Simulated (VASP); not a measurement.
# Si2F3 (R32) in VASP: a series of runs, part 3 of 3

VASP 6.6.1. Earlier steps stand in the parts before.

### Step 5. Single point, PBE

This run uses another cell than the first one, of 21.47 Å³/atom.

File INCAR:

```
PREC = Accurate
ENCUT = 520
EDIFF = 1E-6
ISMEAR = 0
SIGMA = 0.1
LREAL = False
LASPH = True
NELM = 100
ALGO = Normal
ISIF = 2
LWAVE = False
LCHARG = False
GGA = PE
NBANDS = 22
```

File KPOINTS:

```
regular mesh
0
Gamma
  12 12 12
```

File POSCAR:

```
Si2F3
1.0
    3.9087440752      2.2567144440      2.0283025982
   -3.9087440752      2.2567144440      2.0283025982
    0.0000000000     -4.5134288881      2.0283025982
Si F
2 3
Direct
    0.2244612934      0.2244612934      0.2244612934
    0.7755387066      0.7755387066      0.7755387066
    0.1726229116      0.8273770884      0.0000000000
    0.0000000000      0.1726229116      0.8273770884
    0.8273770884      0.0000000000      0.1726229116
```

Potentials or basis: VASP PAW PBE potentials, release 64 (Si, F).

Launch:

```bash
cat potpaw_PBE.64/Si/POTCAR potpaw_PBE.64/F/POTCAR > POTCAR
mpirun -np 1 vasp_std > vasp.out
```

OUTCAR:

```text
PREC = Accurate
   ENCUT = 520
   EDIFF = 1E-6
   ISMEAR = 0
   LREAL = False
   LASPH = True
   NELM = 100
   ISIF = 2
   GGA = PE

 ion  position               nearest neighbor table
   1  0.224  0.224  0.224-   5 1.92   3 1.92   4 1.92   2 2.73
   2  0.776  0.776  0.776-   4 1.92   3 1.92   5 1.92   1 2.73
   3  0.173  0.827  0.000-   1 1.92   2 1.92
   4  0.000  0.173  0.827-   2 1.92   1 1.92
   5  0.827  0.000  0.173-   1 1.92   2 1.92

  LATTYP: Found a trigonal (rhomboedric) cell.
 ALAT       =     4.9482372373
 COS(alpha) =    -0.2479679763

  Lattice vectors:

 A1 = (   3.9087440752,   2.2567144440,   2.0283025982)
 A2 = (  -3.9087440752,   2.2567144440,   2.0283025982)
 A3 = (   0.0000000000,  -4.5134288881,   2.0283025982)

Analysis of symmetry for initial positions (statically):
=====================================================================
 Subroutine PRICEL returns:
 Original cell was already a primitive cell.

 Routine SETGRP: Setting up the symmetry group for a
 trigonal (rhombohedral) supercell.

 Subroutine GETGRP returns: Found  6 space group operations
 (whereof  6 operations were pure point group operations)
 out of a pool of 12 trial point group operations.

The static configuration has the point symmetry D_3 .

Analysis of symmetry for dynamics (positions and initial velocities):
=====================================================================
 Subroutine PRICEL returns:
 Original cell was already a primitive cell.

 Routine SETGRP: Setting up the symmetry group for a
 trigonal (rhombohedral) supercell.

 Subroutine GETGRP returns: Found  6 space group operations
 (whereof  6 operations were pure point group operations)
 out of a pool of 12 trial point group operations.

The dynamic configuration has the point symmetry D_3 .

 Subroutine INISYM returns: Found  6 space group operations
 (whereof  6 operations are pure point group operations),
[... 122 lines left out ...]
     AMIX_MAG =   1.60;   BMIX_MAG =  1.00
  volume/ion in A,a.u.               =      21.47       144.89
  Fermi-wavevector in a.u.,A,eV,Ry     =   1.058299  1.999894 15.238469  1.119996
  Thomas-Fermi vector in A             =   2.193603
   LORBIT       =      0    0 simple, 1 ext, 2 COOP (PROOUT), +10 PAW based schemes
   GGA     = PE    functional components
   LHFCALC =     F    Hartree Fock is set to
   AEXX    =    0.0000 exact exchange contribution
   IVDW    =     0    specifies the selected vdW correction
   LEPSILON=     F    determine dielectric tensor
   LRPA    =     F    only Hartree local field effects (RPA)
 non-spin polarized calculation
 Gauss-broadening in eV      SIGMA  =   0.10
  energy-cutoff  :      520.00
  volume of cell :      107.35
 maximum number of plane-waves:      2953
 NGX is ok and might be reduce to    40
   NGX = 19   NGY = 19   NGZ = 19

 number of electron      28.9999983 magnetization

 Free energy of the ion-electron system (eV)
  ---------------------------------------------------
  ext. energy  EPLUGINS =         0.00000000
  ---------------------------------------------------
  free energy    TOTEN  =       -22.68040159 eV

  energy without entropy =      -22.67096812  energy(sigma->0) =      -22.67568485

 E-fermi :   2.5524     XC(G=0):  -7.5558

 val. band max:        2.5488288060   @ k =  -0.3333  -0.4167   0.1667
 cond. band min:       2.5537099587   @ k =   0.4167   0.1667   0.0833
 fundamental gap:      0.0048811527
 Fermi energy:         2.5523641844

 k-point     1 :       0.0000    0.0000    0.0000
  band No.  band energies     occupation
      1     -25.0968      2.00000
      2     -23.8577      2.00000
      3     -23.8577      2.00000
      4      -8.6484      2.00000
      5      -8.4040      2.00000
      6      -6.5078      2.00000
[... 589 lines left out ...]
     21       8.4801      0.00000
     22       9.4449      0.00000

 [... further k-points ...]

------------------------ aborting loop because EDIFF is reached ----------------------------------------

  FORCE on cell =-STRESS in cart. coord.  units (eV):
  Direction    XX          YY          ZZ          XY          YZ          ZX
  --------------------------------------------------------------------------------------
  -------------------------------------------------------------------------------------
  Total       -0.0085887     -0.0085887      0.1879120      0.0000000     -0.0000000      0.0000000
  in kB       -0.1281855     -0.1281855      2.8045766      0.0000000     -0.0000000      0.0000000
  external PRESSURE =       0.8494018 kB  Pullay stress =       0.0000000 kB

 VOLUME and BASIS-vectors are now :
 -----------------------------------------------------------------------------
  energy-cutoff  :      520.00
  volume of cell :      107.35
      direct lattice vectors                 reciprocal lattice vectors
     3.908744075  2.256714444  2.028302598     0.127918326  0.073853680  0.164341028
    -3.908744075  2.256714444  2.028302598    -0.127918326  0.073853680  0.164341028
     0.000000000 -4.513428888  2.028302598     0.000000000 -0.147707360  0.164341028

 POSITION                                       TOTAL-FORCE (eV/Angst)
 -----------------------------------------------------------------------------------
      0.00000     -0.00000      1.36583        -0.000000     -0.000000      0.117213
      0.00000     -0.00000      4.71908        -0.000000      0.000000     -0.117213
     -2.55927      2.25671      2.02830         0.058832      0.000000     -0.000000
     -0.67474     -3.34475      2.02830        -0.029416      0.050950     -0.000000
      3.23401      1.08803      2.02830        -0.029416     -0.050950     -0.000000
 -----------------------------------------------------------------------------------
    total drift:                                0.000000      0.000000     -0.000000

  FREE ENERGIE OF THE ION-ELECTRON SYSTEM (eV)
  ---------------------------------------------------
  free  energy   TOTEN  =       -22.6804015909 eV

  energy  without entropy=      -22.6709681167  energy(sigma->0) =      -22.67568485
```

Run time: 3.7 min. Hardware: 1 thread of AMD EPYC 9R45 (Zen 5), shared host; peak memory 0.45 GiB.

Results:

```yaml
Free_energy: -22.6804 eV
Pressure: 0.1 GPa
Largest_force: 0.117 eV/Å
Band_gap_on_the_k_mesh: zero (an odd number of electrons rules out a gap without spin polarisation)
```

Forces on the atoms (eV/Å):
```
Si   0.000  0.000  0.117
Si   0.000  0.000 -0.117
F    0.059  0.000  0.000
F   -0.029  0.051  0.000
F   -0.029 -0.051  0.000
```

Caveat: an odd number of electrons without spin polarisation forces a metal; a magnetic or distorted state may lie lower.

### Step 6. Summary

```tsv
task	spin	cell	k mesh	cutoff (eV)	gap on the mesh (eV)	pressure (GPa)	moment (μB)	largest force (eV/Å)
relaxation of cell and atoms	off	relaxed from a = 3.825 Å, angles 90.7°, 5 atoms, atomic positions A	6 × 6 × 6	600	none	0.0	-	0.02
single point	collinear	a = 3.825 Å, angles 90.7°, 5 atoms, atomic positions A	6 × 6 × 6	520	none	30.2	0.00	0.86
single point	collinear	a = 4.861 Å, angles 103.7°, 5 atoms, atomic positions B	6 × 6 × 6	520	none	0.2	0.00	0.10
single point	off	a = 4.948 Å, angles 104.4°, 5 atoms, atomic positions C	12 × 12 × 12	520	none	0.1	-	0.12
```

Alike in all rows: level PBE; potentials or basis VASP PAW PBE potentials, release 64 (Si, F); smearing gaussian 0.1 eV.

Caveats: an odd number of electrons without spin polarisation forces a metal (at least some runs); a magnetic or distorted state may lie lower (at least some runs); the volume moved by over 15 % at a fixed basis, so the end points are rough (at least some runs); the stress differs along the axes, from 17 to 37 GPa (at least some runs).

Absolute energies hang on the potentials; compare differences alone.

The gap in the log of VASP goes by the Fermi energy; the results here count the filled bands.